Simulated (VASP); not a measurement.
# Be (P6_3/mmc) in VASP: notebook

The runs below take Be through single point, relaxation of cell and atoms, with RPBE.

Everything below comes from runs of VASP 6.6.1. Logs are shortened: lines on timing, memory, paths and dates and some standing lists are left out, and cuts for length are marked.

**1. The cell of the first run**

It takes space group P6_3/mmc (No. 194, hexagonal). The conventional cell has a = 2.286 Å, b = 2.286 Å, c = 3.587 Å, α = 90.00°, β = 90.00°, γ = 120.00°. Within 2.9 Å of Be (site symmetry -6m2) lie 12 Be at 2.23 to 2.29 Å.

**2. Single point, RPBE**

The input, INCAR:

```
SYSTEM = Be
  PREC = Accurate
  ENCUT = 520
  EDIFF = 1E-6
  ISMEAR = -1
  SIGMA = 0.1
  LREAL = .FALSE.
  LASPH = .TRUE.
  NELM = 80
  ALGO = Normal
  ISIF = 2
  LWAVE = .FALSE.
  LCHARG = .FALSE.
  GGA = RP
  NBANDS = 9
```

The input, KPOINTS:

```
Automatic mesh
0
G
  16 16 9
  0 0 0
```

The input, POSCAR:

```
Be
1.0
    2.2856161346      0.0000000000      0.0000000000
   -1.1428080673      1.9794016358      0.0000000000
    0.0000000000      0.0000000000      3.5871258646
Be
2
Direct
    0.3333333333      0.6666666667      0.2500000000
    0.6666666667      0.3333333333      0.7500000000
```

Potentials or basis: VASP PAW PBE potentials, release 64 (Be).

On the command line:

```
$ cat potpaw_PBE.64/Be/POTCAR > POTCAR
$ mpirun -np 1 vasp_std > vasp.out
```

OUTCAR:

```text
SYSTEM = Be
   PREC = Accurate
   ENCUT = 520
   EDIFF = 1E-6
   ISMEAR = -1
   LREAL = .FALSE.
   LASPH = .TRUE.
   NELM = 80
   ISIF = 2
   GGA = RP

 ion  position               nearest neighbor table
   1  0.333  0.667  0.250-   2 2.23   2 2.23   2 2.23   2 2.23   2 2.23   2 2.23
   2  0.667  0.333  0.750-   1 2.23   1 2.23   1 2.23   1 2.23   1 2.23   1 2.23

  LATTYP: Found a hexagonal cell.
 ALAT       =     2.2856161346
 C/A-ratio  =     1.5694349590

  Lattice vectors:

 A1 = (   2.2856161346,   0.0000000000,   0.0000000000)
 A2 = (  -1.1428080673,   1.9794016358,   0.0000000000)
 A3 = (   0.0000000000,   0.0000000000,   3.5871258646)

Analysis of symmetry for initial positions (statically):
=====================================================================
 Subroutine PRICEL returns:
 Original cell was already a primitive cell.

 Routine SETGRP: Setting up the symmetry group for a
 hexagonal supercell.

 Subroutine GETGRP returns: Found 24 space group operations
 (whereof 12 operations were pure point group operations)
 out of a pool of 24 trial point group operations.

The static configuration has the point symmetry D_3d.
 The point group associated with its full space group is D_6h.

Analysis of symmetry for dynamics (positions and initial velocities):
=====================================================================
 Subroutine PRICEL returns:
 Original cell was already a primitive cell.

 Routine SETGRP: Setting up the symmetry group for a
 hexagonal supercell.

 Subroutine GETGRP returns: Found 24 space group operations
 (whereof 12 operations were pure point group operations)
 out of a pool of 24 trial point group operations.

The dynamic configuration has the point symmetry D_3d.
 The point group associated with its full space group is D_6h.

 Subroutine INISYM returns: Found 24 space group operations
 (whereof 12 operations are pure point group operations),
 and found     1 'primitive' translations

----------------------------------------------------------------------------------------

                                     Primitive cell

  volume of cell :      16.2287

  direct lattice vectors                    reciprocal lattice vectors
     2.285616135  0.000000000  0.000000000     0.437518788  0.252601590  0.000000000
    -1.142808067  1.979401636  0.000000000     0.000000000  0.505203180  0.000000000
     0.000000000  0.000000000  3.587125865     0.000000000  0.000000000  0.278774718

  length of vectors
     2.285616135  2.285616135  3.587125865     0.505203180  0.505203180  0.278774718

  position of ions in fractional coordinates (direct lattice)
     0.333333333  0.666666667  0.250000000
     0.666666667  0.333333333  0.750000000

  ion indices of the primitive-cell ions
   primitive index   ion index
                 1           1
                 2           2

----------------------------------------------------------------------------------------

 KPOINTS: Automatic mesh

Automatic generation of k-mesh.
 Grid dimensions read from file:
 generate k-points for:   16   16    9

 Generating k-lattice:

  Cartesian coordinates                     Fractional coordinates (reciprocal lattice)
     0.027344924  0.015787599  0.000000000     0.062500000 -0.000000000  0.000000000
     0.000000000  0.031575199  0.000000000     0.000000000  0.062500000  0.000000000
     0.000000000  0.000000000  0.030974969     0.000000000  0.000000000  0.111111111

  Length of vectors
     0.031575199  0.031575199  0.030974969

  Shift w.r.t. Gamma in fractional coordinates (k-lattice)
     0.000000000  0.000000000  0.000000000

 Subroutine IBZKPT returns following result:
 ===========================================

 Found    150 irreducible k-points:

 Following reciprocal coordinates:
            Coordinates               Weight
  0.000000  0.000000  0.000000      1.000000
  0.062500  0.000000  0.000000      6.000000
  0.125000  0.000000  0.000000      6.000000
  0.187500  0.000000  0.000000      6.000000
  0.250000  0.000000  0.000000      6.000000
  0.312500  0.000000  0.000000      6.000000
[... 16 lines left out ...]
  0.187500  0.187500  0.000000      6.000000
  0.250000  0.187500  0.000000     12.000000
 [... further k-points ...]
   k-points           NKPTS =    150   k-points in BZ     NKDIM =    150   number of bands    NBANDS=      9
   number of dos      NEDOS =    301   number of ions     NIONS =      2
   total plane-waves  NPLWV =   9072
   dimension x,y,z NGX =    18 NGY =   18 NGZ =   28
   dimension x,y,z NGXF=    36 NGYF=   36 NGZF=   56
   ions per type =               2
   NGX,Y,Z   is equivalent  to a cutoff of  13.09, 13.09, 12.98 a.u.
   NGXF,Y,Z  is equivalent  to a cutoff of  26.18, 26.18, 25.95 a.u.
 SYSTEM =  Be
   PREC   = accura    normal or accurate (medium, high low for compatibility)
   ISTART =      0    job   : 0-new  1-cont  2-samecut
   ICHARG =      2    charge: 1-file 2-atom 10-const
   ISPIN  =      1    spin polarized calculation?
   LNONCOLLINEAR =      F non collinear calculations
   LSORBIT =      F    spin-orbit coupling
   LASPH  =      T    aspherical Exc in radial PAW
   ENCUT  =  520.0 eV  38.22 Ry    6.18 a.u.   4.25  4.25  6.67*2*pi/ulx,y,z
   NELM   =     80;   NELMIN=  2; NELMDL= -5     # of ELM steps
   EDIFF  = 0.1E-05   stopping-criterion for ELM
   LREAL  =      F    real-space projection
   EDIFFG = 0.1E-04   stopping-criterion for IOM
   NSW    =      0    number of steps for IOM
   IBRION =     -1    ionic relax: 0-MD 1-quasi-New 2-CG
   NFREE  =      0    steps in history (QN), initial steepest desc. (CG)
   ISIF   =      2    stress and relaxation
   ISYM   =      2    0-nonsym 1-usesym 2-fastsym
   POTIM  = 0.5000    time-step for ionic-motion
   TEBEG  =    0.0;   TEEND  =   0.0 temperature during run
   PSTRESS=    0.0 pullay stress
   NELECT =       4.0000    total number of electrons
   NUPDOWN=      -1.0000    fix difference up-down
   EMIN   =  10.00;   EMAX   =-10.00  energy-range for DOS
   EFERMI =   0.00;   METHOD = LEGACY
   ISMEAR =    -1;   SIGMA  =   0.10  broadening in eV -4-tet -1-fermi 0-gaus
   EFERMI_NEDOS =   21; number of points for ismear=-14 and -15
   IALGO  =     38    algorithm
   IMIX   =      4    mixing-type and parameters
     AMIX     =   0.40;   BMIX     =  1.00
     AMIX_MAG =   1.60;   BMIX_MAG =  1.00
  volume/ion in A,a.u.               =       8.11        54.76
  Fermi-wavevector in a.u.,A,eV,Ry     =   1.026440  1.939690 14.334812  1.053579
  Thomas-Fermi vector in A             =   2.160333
   LORBIT       =      0    0 simple, 1 ext, 2 COOP (PROOUT), +10 PAW based schemes
   GGA     = RP    functional components
   LHFCALC =     F    Hartree Fock is set to
   AEXX    =    0.0000 exact exchange contribution
   IVDW    =     0    specifies the selected vdW correction
   LEPSILON=     F    determine dielectric tensor
   LRPA    =     F    only Hartree local field effects (RPA)
 non-spin polarized calculation
  energy-cutoff  :      520.00
  volume of cell :       16.23
 maximum number of plane-waves:       454
 NGX is ok and might be reduce to    18
   NGX =  9   NGY =  9   NGZ = 13

 number of electron       4.0000000 magnetization

 Free energy of the ion-electron system (eV)
  ---------------------------------------------------
  ext. energy  EPLUGINS =         0.00000000
  ---------------------------------------------------
  free energy    TOTEN  =        -7.03539438 eV

  energy without entropy =       -7.03229724  energy(sigma->0) =       -7.03384581

 E-fermi :   6.8870     XC(G=0): -10.5213

 val. band max:        6.8810659028   @ k =   0.3125   0.1250   0.0000
 cond. band min:       6.9448279495   @ k =   0.2500   0.2500   0.1111
 fundamental gap:      0.0637620467
 Fermi energy:         6.8870316284

 k-point     1 :       0.0000    0.0000    0.0000
  band No.  band energies     occupation
      1      -4.3509      2.00000
      2       2.5962      2.00000
      3       7.9494      0.00005
      4      22.6718      0.00000
      5      22.6718      0.00000
      6      25.4905      0.00000
      7      25.4905      0.00000
      8      27.6910      0.00000
      9      33.4556      0.00000

 k-point     2 :       0.0625    0.0000    0.0000
  band No.  band energies     occupation
      1      -4.2391      2.00000
      2       2.7405      2.00000
      3       7.9867      0.00003
      4      21.7404      0.00000
      5      21.9910      0.00000
      6      25.4968      0.00000
      7      25.8554      0.00000
      8      27.4706      0.00000
      9      31.8078      0.00000

 k-point     3 :       0.1250    0.0000    0.0000
  band No.  band energies     occupation
      1      -3.9037      2.00000
      2       3.1728      2.00000
      3       8.0887      0.00001
      4      19.5825      0.00000
      5      20.7117      0.00000
      6      25.3996      0.00000
      7      26.1200      0.00000
      8      26.6746      0.00000
      9      29.3902      0.00000

 k-point     4 :       0.1875    0.0000    0.0000
  band No.  band energies     occupation
      1      -3.3442      2.00000
      2       3.8914      2.00000
      3       8.2108      0.00000
      4      17.0779      0.00000
      5      19.4215      0.00000
      6      24.8706      0.00000
      7      25.0258      0.00000
      8      25.8353      0.00000
      9      27.2011      0.00000
[... 205 lines left out ...]
 k-point    22 :       0.4375    0.1250    0.0000
  band No.  band energies     occupation
      1       2.3928      2.00000
      2       4.0907      2.00000
      3      10.9493      0.00000
      4      12.2392      0.00000
      5      13.5850      0.00000
      6      13.6275      0.00000
      7      19.1692      0.00000
      8      22.8067      0.00000
      9      24.7378      0.00000

 k-point    23 :       0.1875    0.1875    0.0000
  band No.  band energies     occupation
      1      -1.3233      2.00000
      2       6.4521      1.97449
      3       8.3670      0.00000
      4      12.3206      0.00000
      5      15.1872      0.00000
      6      20.7074      0.00000
      7      22.5164      0.00000
      8      23.1385      0.00000
      9      25.4251      0.00000

 k-point    24 :       0.2500    0.1875    0.0000
  band No.  band energies     occupation
      1      -0.2018      2.00000
      2       7.8470      0.00014
      3       7.9357      0.00006
      4      10.6887      0.00000
      5      14.3982      0.00000
      6      18.6596      0.00000
      7      21.3618      0.00000
      8      22.5358      0.00000
      9      23.6746      0.00000

 [... further k-points ...]
[... 5 lines left out ...]
  --------------------------------------------------------------------------------------
  -------------------------------------------------------------------------------------
  Total        0.0034609      0.0034609      0.0091376      0.0000000     -0.0000000      0.0000000
  in kB        0.3416759      0.3416759      0.9021045      0.0000000     -0.0000000      0.0000000
  external PRESSURE =       0.5284854 kB  Pullay stress =       0.0000000 kB

 VOLUME and BASIS-vectors are now :
 -----------------------------------------------------------------------------
  energy-cutoff  :      520.00
  volume of cell :       16.23
      direct lattice vectors                 reciprocal lattice vectors
     2.285616135  0.000000000  0.000000000     0.437518788  0.252601590  0.000000000
    -1.142808067  1.979401636  0.000000000     0.000000000  0.505203180  0.000000000
     0.000000000  0.000000000  3.587125865     0.000000000  0.000000000  0.278774718

 POSITION                                       TOTAL-FORCE (eV/Angst)
 -----------------------------------------------------------------------------------
     -0.00000      1.31960      0.89678        -0.000000      0.000000      0.000000
      1.14281      0.65980      2.69034         0.000000     -0.000000      0.000000
 -----------------------------------------------------------------------------------
    total drift:                                0.000000     -0.000000      0.000000

  FREE ENERGIE OF THE ION-ELECTRON SYSTEM (eV)
  ---------------------------------------------------
  free  energy   TOTEN  =        -7.0353943838 eV

  energy  without entropy=       -7.0322972425  energy(sigma->0) =       -7.03384581
```

It took 13 s on 1 thread of Intel Xeon 6975P-C, shared host; peak memory 0.13 GiB.

Results:

* Free energy: -7.0354 eV
* Pressure: 0.1 GPa
* Band gap on the k mesh: zero (band 2 reaches 7.85 eV, above the bottom of band 3 at 6.25 eV)

Caveat: the PAW data sets were made with another functional, which shifts forces and pressure a little.

**3. Relaxation of cell and atoms, RPBE**

The input, INCAR:

```
PREC = Accurate
ENCUT = 600
EDIFF = 1E-6
ISMEAR = -1
SIGMA = 0.1
LREAL = False
LASPH = True
NELM = 100
ALGO = Normal
ISIF = 3
LWAVE = False
LCHARG = False
GGA = RP
IBRION = 2
NSW = 80
EDIFFG = -0.01
```

The input, KPOINTS:

```
Automatic mesh
0
Gamma
  16 16 9
```

The input, POSCAR:

```
Be
1.0
    2.2865984029      0.0000000000      0.0000000000
   -1.1432992015      1.9802523052      0.0000000000
    0.0000000000      0.0000000000      3.5833000000
Be
2
Direct
    0.3333333333      0.6666666667      0.2500000000
    0.6666666667      0.3333333333      0.7500000000
```

Potentials or basis: VASP PAW PBE potentials, release 64 (Be).

On the command line:

```
$ cat potpaw_PBE.64/Be/POTCAR > POTCAR
$ mpirun -np 1 vasp_std > vasp.out
```

Wall time 12 s (1 thread of Intel Xeon 6975P-C, shared host); peak memory 0.13 GiB.

The run converged. Its results:

| Item | Value |
| --- | --- |
| Free energy | -7.0354 eV |
| Relaxed volume | 8.12 Å³/atom |
| Relaxed cell | a = 2.286 Å, b = 2.286 Å, c = 3.588 Å, α = 90.00°, β = 90.00°, γ = 120.00° |
| Space group after relaxing (to 0.05 Å) | P6_3/mmc (No. 194) |
| Energy gained by relaxing | 0.0 meV/atom |
| Ionic steps | 2 |
| Pressure after relaxing | 0.0 GPa |
| Band gap on the k mesh | zero (band 2 reaches 7.84 eV, above the bottom of band 3 at 6.24 eV) |

Stress tensor (GPa, compression positive):
```
-0.03  0.00  0.00
 0.00 -0.03  0.00
 0.00  0.00  0.05
```

Final structure:
```
Be
1.0
     2.28606    0.00000    0.00000
    -1.14303    1.97979    0.00000
     0.00000    0.00000    3.58757
Be
2
Direct
  0.33333 0.66667 0.25000
  0.66667 0.33333 0.75000
```

Levels at points of the mesh, in eV from the Fermi level:
```csv
k point,band 1,band 2,band 3,band 4,band 5,band 6
"(0.00, 0.00, 0.00)",-11.24,-4.29,1.06,15.78,15.78,18.59
"(0.50, 0.00, 0.00)",-4.91,-3.12,3.63,6.42,6.66,9.28
```

Caveat: the PAW data sets were made with another functional, which shifts forces and pressure a little.

**4. Single point, RPBE (volume scaled by 0.88)**

The input, INCAR:

```
  PREC = Accurate
  ENCUT = 520
  EDIFF = 1E-7
  ISMEAR = -1
  SIGMA = 0.1
  LREAL = F
  LASPH = T
  NELM = 100
  ALGO = Normal
  ISIF = 2
  LWAVE = F
  LCHARG = F
  GGA = RP
  NBANDS = 9
```

The input, KPOINTS:

```
Automatic mesh
0
Gamma
  26 26 14
```

The input, POSCAR:

```
Be
1.0
    2.1902693066      0.0000000000      0.0000000000
   -1.0951346533      1.8968288606      0.0000000000
    0.0000000000      0.0000000000      3.4374852195
Be
2
Direct
    0.3333333333      0.6666666667      0.2500000000
    0.6666666667      0.3333333333      0.7500000000
```

On the command line:

```
$ cat potpaw_PBE.64/Be/POTCAR > POTCAR
$ mpirun -np 1 vasp_std > vasp.out
```

Run time: 28 s. Hardware: 1 thread of Intel Xeon 6975P-C, shared host; peak memory 0.17 GiB.

The run converged. Its results:

- Free energy: -6.9286 eV
- Pressure: 18.8 GPa
- Band gap on the k mesh: zero (band 2 reaches 9.15 eV, above the bottom of band 3 at 7.32 eV)

Stress tensor (GPa, compression positive):
```
17.48  0.00  0.00
 0.00 17.48  0.00
 0.00  0.00 21.33
```

Levels at points of the mesh, in eV from the Fermi level:
```
           k point  band 1  band 2  band 3  band 4  band 5  band 6  band 7
(0.00, 0.00, 0.00)  -12.02   -4.82    1.44   17.37   17.37   20.44   20.44
(0.50, 0.00, 0.00)   -5.46   -3.31    3.89    6.82    7.48   10.14   10.90
(0.00, 0.00, 0.50)   -9.75   -9.75   11.67   11.67   19.21   19.21   19.21
(0.50, 0.00, 0.50)   -3.98   -3.98    1.81    1.81   12.99   12.99   16.85
```

Caveat: the cell differs from its parent crystal (volume scaled by 0.88); the PAW data sets were made with another functional, which shifts forces and pressure a little.

**5. Summary**

| task | cell | k mesh | cutoff (eV) | gap on the mesh (eV) | pressure (GPa) |
| --- | --- | --- | --- | --- | --- |
| single point | a = 2.286, b = 2.286, c = 3.587 Å, angles 90.0, 90.0, 120.0°, 2 atoms | 16 × 16 × 9 | 520 | none | 0.1 |
| relaxation of cell and atoms | relaxed from a = 2.287, b = 2.287, c = 3.583 Å, angles 90.0, 90.0, 120.0°, 2 atoms | 16 × 16 × 9 | 600 | none | 0.0 |
| single point | a = 2.190, b = 2.190, c = 3.437 Å, angles 90.0, 90.0, 120.0°, 2 atoms | 26 × 26 × 14 | 520 | none | 18.8 |

Alike in all rows: level RPBE; potentials or basis VASP PAW PBE potentials, release 64 (Be); no spin polarisation; smearing fermi-dirac 0.1 eV.

Caveats: the PAW data sets were made with another functional, which shifts forces and pressure a little.

Total energies depend on the potentials used, so only differences within one code and one set of settings carry meaning.
